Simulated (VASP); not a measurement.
# Rh in VASP: a series of runs

The runs below take Rh through single point, with LDA.

All numbers are computed with VASP 6.6.1; they aren't measurements. Logs are shortened: lines on timing, memory, paths and dates and some standing lists are left out, and cuts for length are marked.

## (1) The cell of the first run

The cell holds a slab with vacuum, 4 atoms: a = 2.655 Å, b = 2.655 Å, c = 21.633 Å, α = 90.00°, β = 90.00°, γ = 90.00°.

## (2) Single point, LDA

Contents of INCAR:

```
PREC = Accurate
ENCUT = 520
EDIFF = 1E-6
ISMEAR = -1
SIGMA = 0.1
LREAL = F
LASPH = T
NELM = 60
ALGO = Normal
ISIF = 2
LWAVE = F
LCHARG = F
LDIPOL = T
IDIPOL = 3
DIPOL = 0.5 0.5 0.500
GGA = CA
NBANDS = 38
```

Contents of KPOINTS:

```
regular mesh
0
Gamma
  15 15 1
```

Contents of POSCAR:

```
Rh
1.0
    2.6552788867      0.0000000000      0.0000000000
    0.0000000000      2.6552788867      0.0000000000
    0.0000000000      0.0000000000     21.6327000000
Rh
4
Direct
    0.2500000000      0.2500000000      0.3698105849
    0.7500000000      0.7500000000      0.4566035280
    0.2500000000      0.2500000000      0.5433964715
    0.7500000000      0.7500000000      0.6301894151
```

Potentials or basis: VASP PAW LDA potentials, release 64 (Rh_pv).

Command:

```sh
cat potpaw_LDA.64/Rh_pv/POTCAR > POTCAR
mpirun -np 1 vasp_std > vasp.out
```

OUTCAR:

```text
PREC = Accurate
   ENCUT = 520
   EDIFF = 1E-6
   ISMEAR = -1
   LREAL = F
   LASPH = T
   NELM = 60
   ISIF = 2
   GGA = CA

 ion  position               nearest neighbor table
   1  0.250  0.250  0.370-   2 2.66   2 2.66   2 2.66   2 2.66
   2  0.750  0.750  0.457-   1 2.66   1 2.66   1 2.66   1 2.66   3 2.66   3 2.66   3 2.66   3 2.66

   3  0.250  0.250  0.543-   2 2.66   2 2.66   2 2.66   2 2.66   4 2.66   4 2.66   4 2.66   4 2.66

   4  0.750  0.750  0.630-   3 2.66   3 2.66   3 2.66   3 2.66

  LATTYP: Found a simple tetragonal cell.
 ALAT       =     2.6552788867
 C/A-ratio  =     8.1470538211

  Lattice vectors:

 A1 = (   2.6552788867,   0.0000000000,   0.0000000000)
 A2 = (   0.0000000000,   2.6552788867,   0.0000000000)
 A3 = (   0.0000000000,   0.0000000000,  21.6327000000)

Analysis of symmetry for initial positions (statically):
=====================================================================
 Subroutine PRICEL returns:
 Original cell was already a primitive cell.

 Routine SETGRP: Setting up the symmetry group for a
 simple tetragonal supercell.

 Subroutine GETGRP returns: Found 16 space group operations
 (whereof  4 operations were pure point group operations)
 out of a pool of 16 trial point group operations.

The static configuration has the point symmetry C_2h.
 The point group associated with its full space group is D_4h.

Analysis of symmetry for dynamics (positions and initial velocities):
=====================================================================
 Subroutine PRICEL returns:
 Original cell was already a primitive cell.

 Routine SETGRP: Setting up the symmetry group for a
 simple tetragonal supercell.

 Subroutine GETGRP returns: Found 16 space group operations
 (whereof  4 operations were pure point group operations)
 out of a pool of 16 trial point group operations.

The dynamic configuration has the point symmetry C_2h.
 The point group associated with its full space group is D_4h.

 Subroutine INISYM returns: Found 16 space group operations
 (whereof  4 operations are pure point group operations),
 and found     1 'primitive' translations

----------------------------------------------------------------------------------------

                                     Primitive cell

  volume of cell :     152.5215

  direct lattice vectors                    reciprocal lattice vectors
[... 94 lines left out ...]
   NSW    =      0    number of steps for IOM
   IBRION =     -1    ionic relax: 0-MD 1-quasi-New 2-CG
   NFREE  =      0    steps in history (QN), initial steepest desc. (CG)
   ISIF   =      2    stress and relaxation
   ISYM   =      2    0-nonsym 1-usesym 2-fastsym
   POTIM  = 0.5000    time-step for ionic-motion
   TEBEG  =    0.0;   TEEND  =   0.0 temperature during run
   PSTRESS=    0.0 pullay stress
   NELECT =      60.0000    total number of electrons
   NUPDOWN=      -1.0000    fix difference up-down
   EMIN   =  10.00;   EMAX   =-10.00  energy-range for DOS
   EFERMI =   0.00;   METHOD = LEGACY
   ISMEAR =    -1;   SIGMA  =   0.10  broadening in eV -4-tet -1-fermi 0-gaus
   EFERMI_NEDOS =   21; number of points for ismear=-14 and -15
   IALGO  =     38    algorithm
   IMIX   =      4    mixing-type and parameters
     AMIX     =   0.40;   BMIX     =  1.00
     AMIX_MAG =   1.60;   BMIX_MAG =  1.00
  volume/ion in A,a.u.               =      38.13       257.32
  Fermi-wavevector in a.u.,A,eV,Ry     =   1.199540  2.266803 19.577387  1.438897
  Thomas-Fermi vector in A             =   2.335400
   LORBIT       =      0    0 simple, 1 ext, 2 COOP (PROOUT), +10 PAW based schemes
   GGA     = CA    functional components
   LHFCALC =     F    Hartree Fock is set to
   AEXX    =    0.0000 exact exchange contribution
   IVDW    =     0    specifies the selected vdW correction
   LEPSILON=     F    determine dielectric tensor
   LRPA    =     F    only Hartree local field effects (RPA)
 non-spin polarized calculation
  energy-cutoff  :      520.00
  volume of cell :      152.52
 maximum number of plane-waves:      4136
 NGX is ok and might be reduce to    20
   NGX =  9   NGY =  9   NGZ = 81

 number of electron      59.9999963 magnetization

 dipolmoment           0.000000      0.000000      0.000000 electrons x Angstroem

 Free energy of the ion-electron system (eV)
  ---------------------------------------------------
  ext. energy  EPLUGINS =         0.00000000
  ---------------------------------------------------
  free energy    TOTEN  =       -32.10943821 eV

  energy without entropy =      -31.87162470  energy(sigma->0) =      -31.99053145

 E-fermi :   0.7347     XC(G=0):  -6.0601

 val. band max:        0.7188471467   @ k =   0.3333   0.2000   0.0000
 cond. band min:       0.7355357053   @ k =   0.2667   0.0000   0.0000
 fundamental gap:      0.0166885586
 Fermi energy:         0.7346597256

 k-point     1 :       0.0000    0.0000    0.0000
  band No.  band energies     occupation
      1     -46.1595      2.00000
      2     -45.7871      2.00000
      3     -45.7435      2.00000
      4     -45.7435      2.00000
      5     -45.5907      2.00000
      6     -45.5907      2.00000
[... 973 lines left out ...]
     37       8.2856      0.00000
     38       9.2314      0.00000

 [... further k-points ...]

------------------------ aborting loop because EDIFF is reached ----------------------------------------

 vacuum level on the upper side and lower side of the slab       (xc-potential included)        -0.165        -0.165

  FORCE on cell =-STRESS in cart. coord.  units (eV):
  Direction    XX          YY          ZZ          XY          YZ          ZX
  --------------------------------------------------------------------------------------
  -------------------------------------------------------------------------------------
  Total       -4.0453666     -4.0453666     -2.1257025     -0.0000000      0.0000000     -0.0000000
  in kB      -42.4949628    -42.4949628    -22.3296573     -0.0000000      0.0000000     -0.0000000
  external PRESSURE =     -35.7731943 kB  Pullay stress =       0.0000000 kB

 VOLUME and BASIS-vectors are now :
 -----------------------------------------------------------------------------
  energy-cutoff  :      520.00
  volume of cell :      152.52
      direct lattice vectors                 reciprocal lattice vectors
     2.655278887  0.000000000  0.000000000     0.376608275  0.000000000  0.000000000
     0.000000000  2.655278887  0.000000000     0.000000000  0.376608275  0.000000000
     0.000000000  0.000000000 21.632700000     0.000000000  0.000000000  0.046226315

 POSITION                                       TOTAL-FORCE (eV/Angst)
 -----------------------------------------------------------------------------------
      0.66382      0.66382      8.00000         0.000000      0.000000      0.536103
      1.99146      1.99146      9.87757         0.000000     -0.000000     -0.490393
      0.66382      0.66382     11.75513         0.000000      0.000000      0.490393
      1.99146      1.99146     13.63270        -0.000000     -0.000000     -0.536103
 -----------------------------------------------------------------------------------
    total drift:                                0.000000      0.000000      0.000030

  FREE ENERGIE OF THE ION-ELECTRON SYSTEM (eV)
  ---------------------------------------------------
  free  energy   TOTEN  =       -32.1094382069 eV

  energy  without entropy=      -31.8716246983  energy(sigma->0) =      -31.99053145

 vacuum level on the upper side and lower side of the slab         6.114         6.114
```

Run time: 2.6 min. Hardware: 1 thread of Intel Xeon 6975P-C (Granite Rapids), shared host; peak memory 0.28 GiB.

Results:

- Free energy: -32.1094 eV
- Largest force: 0.536 eV/Å
- Band gap on the k mesh: zero (bands 30 and 31 overlap by 1.51 eV)

Forces on the atoms (eV/Å):
```
Rh   0.000  0.000  0.536
Rh   0.000  0.000 -0.490
Rh   0.000  0.000  0.490
Rh   0.000  0.000 -0.536
```

Levels at points of the mesh, in eV from the Fermi level:
| k point | band 26 | band 27 | band 28 | band 29 | band 30 | band 31 | band 32 | band 33 | band 34 | band 35 |
| --- | --- | --- | --- | --- | --- | --- | --- | --- | --- | --- |
| (0.00, 0.00, 0.00) | -1.28 | -1.18 | -0.78 | -0.16 | -0.14 | -0.14 | 0.51 | 0.71 | 0.83 | 0.83 |

## (3) Single point, LDA

Contents of INCAR:

```
ALGO = Normal ; DIPOL = 0.5 0.5 0.500
EDIFF = 1E-6 ; ENCUT = 520
IDIPOL = 3 ; ISIF = 2
ISMEAR = -1 ; LASPH = True
LCHARG = True ; LDIPOL = True
LELF = True ; LREAL = False
LVACPOTAV = True ; LVHAR = True
LWAVE = False ; NBANDS = 38
NELM = 100 ; PREC = Accurate
SIGMA = 0.1
```

Contents of KPOINTS:

```
k-points
0
Gamma
  15 15 1
```

POSCAR is that of step 2.

Potentials or basis: VASP PAW LDA potentials, release 64 (Rh_pv).

Command:

```sh
cat potpaw_LDA.64/Rh_pv/POTCAR > POTCAR
mpirun -np 1 vasp_std > vasp.out
```

Run time: 2.2 min. Hardware: 1 thread of Intel Xeon 6975P-C (Granite Rapids), shared host; peak memory 0.28 GiB.

Results (log left out):

```yaml
Free_energy: -32.1094 eV
Largest_force: 0.536 eV/Å
Band_gap_on_the_k_mesh: zero (bands 30 and 31 overlap by 1.51 eV)
```

Forces on the atoms (eV/Å):
```
Rh   0.000  0.000  0.536
Rh   0.000  0.000 -0.490
Rh   0.000  0.000  0.490
Rh   0.000  0.000 -0.536
```

Levels at points of the mesh, in eV from the Fermi level:
```csv
k point,band 27,band 28,band 29,band 30,band 31,band 32,band 33,band 34
"(0.00, 0.00, 0.00)",-1.18,-0.78,-0.16,-0.14,-0.14,0.51,0.71,0.83
```

## (4) Single point, LDA

Contents of INCAR:

```
ALGO = Normal ; DIPOL = 0.5 0.5 0.500
EDIFF = 1E-6 ; ENCUT = 520
GGA = CA ; IDIPOL = 3
ISIF = 2 ; ISMEAR = -1
LASPH = T ; LCHARG = F
LDIPOL = T ; LREAL = F
LWAVE = F ; NBANDS = 38
NELM = 80 ; PREC = Accurate
SIGMA = 0.1
```

KPOINTS is that of step 3.

Contents of POSCAR:

```
Rh
1.0
    2.6552788867      0.0000000000      0.0000000000
    0.0000000000      2.6552788867      0.0000000000
    0.0000000000      0.0000000000     21.6327000000
Rh
4
Direct
    0.2500000000      0.2500000000      0.3727750559
    0.7500000000      0.7500000000      0.4561121608
    0.2500000000      0.2500000000      0.5438878391
    0.7500000000      0.7500000000      0.6272249438
```

Command:

```sh
cat potpaw_LDA.64/Rh_pv/POTCAR > POTCAR
mpirun -np 1 vasp_std > vasp.out
```

Run time: 2.1 min. Hardware: 1 thread of Intel Xeon 6975P-C (Granite Rapids), shared host; peak memory 0.28 GiB.

The run converged. Its results:

```yaml
Free_energy: -32.1476 eV
Largest_force: 0.050 eV/Å
Band_gap_on_the_k_mesh: zero (bands 30 and 31 overlap by 1.51 eV)
```

Forces on the atoms (eV/Å):
```
Rh   0.000  0.000 -0.050
Rh   0.000  0.000  0.007
Rh   0.000  0.000 -0.007
Rh   0.000  0.000  0.050
```

Levels at points of the mesh, in eV from the Fermi level:
| k point | band 27 | band 28 | band 29 | band 30 | band 31 | band 32 | band 33 | band 34 |
| --- | --- | --- | --- | --- | --- | --- | --- | --- |
| (0.00, 0.00, 0.00) | -1.08 | -0.91 | -0.36 | -0.17 | -0.17 | 0.48 | 0.71 | 0.84 |

## (5) Single point, LDA

Contents of INCAR:

```
SYSTEM = Rh
ALGO     = Normal         ! electronic algorithm
DIPOL    = 0.5 0.5 0.500
EDIFF    = 1E-6           ! SCF threshold, eV
ENCUT    = 520            ! plane-wave cutoff, eV
GGA      = CA             ! functional
IDIPOL   = 3            
ISIF     = 2              ! what is computed and relaxed
ISMEAR   = -1             ! smearing method
LASPH    = .TRUE.         ! aspherical terms in the spheres
LCHARG   = .FALSE.        ! write CHGCAR
LDIPOL   = .TRUE.       
LREAL    = .FALSE.        ! projectors in reciprocal space
LWAVE    = .FALSE.        ! write WAVECAR
NBANDS   = 38             ! bands
NELM     = 100            ! most SCF steps
PREC     = Accurate       ! precision mode
SIGMA    = 0.1            ! smearing width, eV
```

Contents of KPOINTS:

```
k-points
0
G
  15 15 1
  0 0 0
```

POSCAR is that of step 4.

Command:

```sh
cat potpaw_LDA.64/Rh_pv/POTCAR > POTCAR
mpirun -np 1 vasp_std > vasp.out
```

Wall time 2.5 min (1 thread of Intel Xeon 6975P-C (Granite Rapids), shared host); peak memory 0.28 GiB.

Results (log left out):

```yaml
Free_energy: -32.1476 eV
Largest_force: 0.050 eV/Å
Band_gap_on_the_k_mesh: zero (bands 30 and 31 overlap by 1.51 eV)
```

Forces in eV/Å, atoms in the order of the input:
```
Rh   0.000  0.000 -0.050
Rh   0.000  0.000  0.007
Rh   0.000  0.000 -0.007
Rh   0.000  0.000  0.050
```

Levels at points of the mesh, in eV from the Fermi level:
```tsv
k point	band 28	band 29	band 30	band 31	band 32	band 33
(0.00, 0.00, 0.00)	-0.91	-0.36	-0.17	-0.17	0.48	0.71
```
